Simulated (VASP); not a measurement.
# K (Im-3m) in VASP: settings compared, part 2 of 2

VASP 6.6.1. The steps go on from the part before.

### 4 Relaxation of cell and atoms, LDA

Contents of INCAR:

```
SYSTEM = K
PREC = Accurate
ENCUT = 600
EDIFF = 1E-6
ISMEAR = -1
SIGMA = 0.05
LREAL = .False.
LASPH = .True.
NELM = 80
ALGO = Fast
ISIF = 3
LWAVE = .False.
LCHARG = .False.
GGA = CA
IBRION = 2
NSW = 60
EDIFFG = -0.01
```

Contents of KPOINTS:

```
regular mesh
0
Gamma
  7 7 7
  0 0 0
```

Contents of POSCAR:

```
K
1.0
   -2.6975585167      2.6975585167      2.6975585167
    2.6975585167     -2.6975585167      2.6975585167
    2.6975585167      2.6975585167     -2.6975585167
K
1
Direct
    0.0000000000      0.0000000000      0.0000000000
```

Potentials or basis: VASP PAW LDA potentials, release 64 (K_sv).

Started as:

```
$ cat potpaw_LDA.64/K_sv/POTCAR > POTCAR
$ mpirun -np 1 vasp_std > vasp.out
```

OUTCAR:

```text
SYSTEM = K
   PREC = Accurate
   ENCUT = 600
   EDIFF = 1E-6
   ISMEAR = -1
   LREAL = .False.
   LASPH = .True.
   NELM = 80
   ISIF = 3
   GGA = CA
   IBRION = 2
   NSW = 60
   EDIFFG = -0.01

 ion  position               nearest neighbor table
   1  0.000  0.000  0.000-

  LATTYP: Found a body centered cubic cell.
 ALAT       =     5.3951170334

  Lattice vectors:

 A1 = (  -2.6975585167,   2.6975585167,   2.6975585167)
 A2 = (   2.6975585167,  -2.6975585167,   2.6975585167)
 A3 = (   2.6975585167,   2.6975585167,  -2.6975585167)

Analysis of symmetry for initial positions (statically):
=====================================================================
 Subroutine PRICEL returns:
 Original cell was already a primitive cell.

 Routine SETGRP: Setting up the symmetry group for a
 body centered cubic supercell.

 Subroutine GETGRP returns: Found 48 space group operations
 (whereof 48 operations were pure point group operations)
 out of a pool of 48 trial point group operations.

The static configuration has the point symmetry O_h .

Analysis of symmetry for dynamics (positions and initial velocities):
[... 160 lines left out ...]
  --------------------------------------------------------------------------------------
  -------------------------------------------------------------------------------------
  Total       -0.3035258     -0.3035258     -0.3035258     -0.0000000     -0.0000000      0.0000000
  in kB       -6.1934625     -6.1934625     -6.1934625     -0.0000000     -0.0000000      0.0000000
  external PRESSURE =      -6.1934625 kB  Pullay stress =       0.0000000 kB
[... 57 lines left out ...]
--------------------------------------- Ionic step        3  -------------------------------------------

 number of electron       9.0000000 magnetization

 E-fermi :  -0.0627     XC(G=0):  -6.1755

 val. band max:       -0.1270281815   @ k =  -0.2857   0.4286   0.1429
 cond. band min:       0.0777638364   @ k =  -0.4286   0.4286   0.1429
 fundamental gap:      0.2047920179
 Fermi energy:        -0.0627264643

 k-point     1 :       0.0000    0.0000    0.0000
  band No.  band energies     occupation
      1     -31.8023      2.00000
      2     -15.4719      2.00000
      3     -15.4719      2.00000
      4     -15.4719      2.00000
      5      -2.3845      2.00000
      6       4.2135      0.00000
      7       4.2135      0.00000
      8       4.2135      0.00000
[... 241 lines left out ...]
--------------------------------------- Ionic step        4  -------------------------------------------

 number of electron       8.9999999 magnetization

 Free energy of the ion-electron system (eV)
  ---------------------------------------------------
  ext. energy  EPLUGINS =         0.00000000
  ---------------------------------------------------
  free energy    TOTEN  =        -1.17041951 eV

  energy without entropy =       -1.16381698  energy(sigma->0) =       -1.16711824

 E-fermi :   0.0003     XC(G=0):  -6.2475

 val. band max:       -0.0637815615   @ k =  -0.2857   0.4286   0.1429
 cond. band min:       0.1423447223   @ k =  -0.4286   0.4286   0.1429
 fundamental gap:      0.2061262838
 Fermi energy:         0.0002959264

 k-point     1 :       0.0000    0.0000    0.0000
  band No.  band energies     occupation
      1     -31.7251      2.00000
      2     -15.3915      2.00000
      3     -15.3915      2.00000
      4     -15.3915      2.00000
      5      -2.3606      2.00000
      6       4.2997      0.00000
      7       4.2997      0.00000
      8       4.2997      0.00000
[... 235 lines left out ...]
  FREE ENERGIE OF THE ION-ELECTRON SYSTEM (eV)
  ---------------------------------------------------
  free  energy   TOTEN  =        -1.1704195082 eV

  energy  without entropy=       -1.1638169804  energy(sigma->0) =       -1.16711824

 reached required accuracy - stopping structural energy minimisation
```

OSZICAR:

```text
N       E                     dE             d eps       ncg     rms          rms(c)
DAV:   1     0.527551381995E+02    0.52755E+02   -0.38493E+03   320   0.955E+02
DAV:   2     0.828641954761E+00   -0.51926E+02   -0.50696E+02   328   0.234E+02
DAV:   3    -0.109454707575E+01   -0.19232E+01   -0.19226E+01   520   0.385E+01
[... 49 lines left out ...]
RMM:   7    -0.117041207735E+01   -0.19961E-03   -0.71101E-04   368   0.217E-01    0.759E-02
RMM:   8    -0.117041766621E+01   -0.55889E-05   -0.14273E-04   391   0.102E-01    0.349E-02
RMM:   9    -0.117041986625E+01   -0.22000E-05   -0.45186E-05   393   0.471E-02    0.239E-02
RMM:  10    -0.117041952319E+01    0.34305E-06   -0.18678E-05   369   0.405E-02    0.132E-02
RMM:  11    -0.117041950822E+01    0.14979E-07   -0.94380E-06   313   0.188E-02
   4 F= -.11704195E+01 E0= -.11671182E+01  d E =-.332396E-01
```

CONTCAR:

```text
K
   1.00000000000000
    -2.5173790070937025    2.5173790070937025    2.5173790070937025
     2.5173790070937025   -2.5173790070937025    2.5173790070937025
     2.5173790070937025    2.5173790070937025   -2.5173790070937025
  K
     1
Direct
     0.0000000000000000    0.0000000000000000    0.0000000000000000

  0.00000000E+00  0.00000000E+00  0.00000000E+00
```

It took 63 s on 1 thread of Intel Xeon Platinum 8259CL at 2.50GHz (Skylake/Cascade Lake), shared host; peak memory 0.2 GiB.

What came out:

- Free energy: -1.1704 eV
- Relaxed volume: 63.81 Å³/atom
- Relaxed cell: a = 4.360 Å, b = 4.360 Å, c = 4.360 Å, α = 109.47°, β = 109.47°, γ = 109.47°
- Space group after relaxing (to 0.05 Å): Im-3m (No. 229)
- Energy gained by relaxing: 33.2 meV/atom
- Ionic steps: 4
- Pressure after relaxing: 0.0 GPa

Step by step:
| step | energy change (eV) | largest force (eV/Å) | pressure (GPa) | volume (Å³) |
| --- | --- | --- | --- | --- |
| 1 | 0.0000 | 0.0000 | -0.62 | 78.52 |
| 2 | -0.0123 | 0.0000 | -0.54 | 75.12 |
| 3 | -0.0328 | 0.0000 | -0.10 | 65.51 |
| 4 | -0.0332 | 0.0000 | 0.01 | 63.81 |

Final structure:
```
CELL_PARAMETERS angstrom
-2.51738 2.51738 2.51738
2.51738 -2.51738 2.51738
2.51738 2.51738 -2.51738
ATOMIC_POSITIONS crystal
K 0.00000 0.00000 0.00000
```

Caveat: the volume moved by over 15 % at a fixed basis, so the end points are rough.

### 5 Single point, revPBE+D3(BJ)

This run uses another cell than the first one, of 70.95 Å³/atom, 0.904 times its volume.

Contents of INCAR:

```
SYSTEM = K
PREC = Accurate
ENCUT = 520
EDIFF = 1E-6
ISMEAR = -1
SIGMA = 0.05
LREAL = .FALSE.
LASPH = .TRUE.
NELM = 60
ALGO = Normal
ISIF = 2
LWAVE = .FALSE.
LCHARG = .FALSE.
GGA = RE
IVDW = 12
NBANDS = 10
```

Contents of KPOINTS:

```
regular mesh
0
G
  7 7 7
  0 0 0
```

Contents of POSCAR:

```
K
1.0
   -2.6079215028      2.6079215028      2.6079215028
    2.6079215028     -2.6079215028      2.6079215028
    2.6079215028      2.6079215028     -2.6079215028
K
1
Direct
    0.0000000000      0.0000000000      0.0000000000
```

Potentials or basis: VASP PAW PBE potentials, release 64 (K_sv).

Started as:

```
$ cat potpaw_PBE.64/K_sv/POTCAR > POTCAR
$ mpirun -np 1 vasp_std > vasp.out
```

Run time: 5.2 s. Hardware: 1 thread of Intel Xeon 6975P-C (Granite Rapids), shared host; peak memory 0.19 GiB.

It converged, with:

| Quantity | Value |
| --- | --- |
| Free energy | -1.1483 eV |
| Pressure | 0.0 GPa |
| Dispersion energy per atom | -0.207 eV |

Levels at points of the mesh, in eV from the Fermi level:
```csv
k point,band 1,band 2,band 3,band 4,band 5,band 6,band 7,band 8,band 9,band 10
"(0.00, 0.00, 0.00)",-32.19,-15.61,-15.61,-15.61,-2.19,4.39,4.39,4.39,5.30,5.30
```

Caveat: the PAW data sets were made with another functional, which shifts forces and pressure a little; pairwise dispersion overbinds metals, which lowers pressure and volume.

### 6 Single point, revPBE+D4

This run uses another cell than the first one, of 75.26 Å³/atom, 0.959 times its volume.

Contents of INCAR:

```
SYSTEM = K
PREC = Accurate ; ENCUT = 520
EDIFF = 1E-6 ; ISMEAR = -1
SIGMA = 0.05 ; LREAL = .FALSE.
LASPH = .TRUE. ; NELM = 100
ALGO = Normal ; ISIF = 2
LWAVE = .FALSE. ; LCHARG = .TRUE.
GGA = RE ; IVDW = 13
LELF = .TRUE. ; LVHAR = .TRUE.
NBANDS = 10
```

KPOINTS is that of step 5.

Contents of POSCAR:

```
K
1.0
   -2.6597175161      2.6597175161      2.6597175161
    2.6597175161     -2.6597175161      2.6597175161
    2.6597175161      2.6597175161     -2.6597175161
K
1
Direct
    0.0000000000      0.0000000000      0.0000000000
```

Potentials or basis: VASP PAW PBE potentials, release 64 (K_sv).

Started as:

```
$ cat potpaw_PBE.64/K_sv/POTCAR > POTCAR
$ mpirun -np 1 vasp_std > vasp.out
```

It took 5.4 s on 1 thread of Intel Xeon 6975P-C (Granite Rapids), shared host; peak memory 0.19 GiB.

Results (log left out):

```
Free energy                : -1.0365 eV
Pressure                   : 0.0 GPa
Dispersion energy per atom : -0.087 eV
```

Levels at points of the mesh, in eV from the Fermi level:
| k point | band 2 | band 3 | band 4 | band 5 | band 6 | band 7 | band 8 | band 9 |
| --- | --- | --- | --- | --- | --- | --- | --- | --- |
| (0.00, 0.00, 0.00) | -15.65 | -15.65 | -15.65 | -2.11 | 4.33 | 4.33 | 4.33 | 5.20 |

Caveat: the PAW data sets were made with another functional, which shifts forces and pressure a little; pairwise dispersion overbinds metals, which lowers pressure and volume.

### 7 The runs side by side

| task | level | potentials or basis | cell | cutoff (eV) | gap on the mesh (eV) | pressure (GPa) |
| --- | --- | --- | --- | --- | --- | --- |
| single point | PBE+D3(BJ) | VASP PAW PBE potentials, release 64 (K_sv) | a = 4.672 Å, angles 109.5°, 1 atom | 520 | none | -0.4 |
| single point | r2SCAN | VASP PAW PBE potentials, release 64 (K_sv) | a = 4.628 Å, angles 109.5°, 1 atom | 520 | none | 0.0 |
| relaxation of cell and atoms | LDA | VASP PAW LDA potentials, release 64 (K_sv) | relaxed from a = 4.672 Å, angles 109.5°, 1 atom | 600 | none | 0.0 |
| single point | revPBE+D3(BJ) | VASP PAW PBE potentials, release 64 (K_sv) | a = 4.517 Å, angles 109.5°, 1 atom | 520 | none | 0.0 |
| single point | revPBE+D4 | VASP PAW PBE potentials, release 64 (K_sv) | a = 4.607 Å, angles 109.5°, 1 atom | 520 | none | 0.0 |

Alike in all rows: no spin polarisation; k mesh 7 × 7 × 7; smearing fermi-dirac 0.05 eV.

Caveats: pairwise dispersion overbinds metals, which lowers pressure and volume (some runs); the PAW data sets were made with another functional, which shifts forces and pressure a little (some runs); three body term missing (some runs); the volume moved by over 15 % at a fixed basis, so the end points are rough (some runs).

Absolute energies hang on the potentials; compare differences alone.
